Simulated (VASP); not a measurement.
Wanted: the native input for a VASP 6.6.1 run.

| Item | Value |
| --- | --- |
| Task | single point |
| Functional | PBE |
| Potentials or basis | VASP PAW PBE potentials, release 64 (Al, Nb_sv, F) |
| Cutoff | 520 eV |
| k mesh | 6 × 6 × 6 |
| Occupations | gaussian, width 0.1 eV |
| Spin | no spin polarisation |
| Dipole correction | no |
| Further INCAR settings | ALGO = Normal; EDIFF = 1e-06; NBANDS = 29 |

The structure of NbAl2F3 lies in POSCAR:

```
NbAl2F3
1.0
    5.4730311300      0.0000000000      0.0000000000
   -2.7365155600      4.7397839900      0.0000000000
    0.0000000000      0.0000000000      3.0130066400
Al Nb F
2 1 3
Direct
    0.3333333300      0.6666666700      0.0000000000
    0.6666666700      0.3333333300      0.0000000000
    0.0000000000      0.0000000000      0.0000000000
    0.5000000000      0.0000000000      0.5000000000
    0.5000000000      0.5000000000      0.5000000000
    0.0000000000      0.5000000000      0.5000000000
```

The cell was built from a structure type or drawn by symmetry, and may not be a known phase.

The input as run:

INCAR

```
ALGO     = Normal         # electronic algorithm
EDIFF    = 1E-6           # SCF threshold, eV
ENCUT    = 520            # plane-wave cutoff, eV
GGA      = PE             # functional
ISIF     = 2              # what is computed and relaxed
ISMEAR   = 0              # smearing method
LASPH    = T              # aspherical terms in the spheres
LCHARG   = T              # write CHGCAR
LELF     = T              # ELF
LREAL    = F              # projectors in reciprocal space
LVHAR    = T            
LWAVE    = F              # write WAVECAR
NBANDS   = 29             # bands
NELM     = 100            # most SCF steps
PREC     = Accurate       # precision mode
SIGMA    = 0.1            # smearing width, eV
```

KPOINTS

```
k-points
0
Gamma
  6 6 6
```

Potentials or basis: VASP PAW PBE potentials, release 64 (Al, Nb_sv, F).

Launch:

```bash
$ cat potpaw_PBE.64/Al/POTCAR potpaw_PBE.64/Nb_sv/POTCAR potpaw_PBE.64/F/POTCAR > POTCAR
$ mpirun -np 1 vasp_std > vasp.out
```

Results of the run:

| Property | Result |
| --- | --- |
| Pressure | 8.0 GPa |
| Band gap on the k mesh | zero (bands 20 and 21 overlap by 0.81 eV) |

Caveat: the cell stands under pressure.

It took 94 s on 1 thread of Intel Xeon 8259CL, on a shared host, peak memory 0.22 GiB.
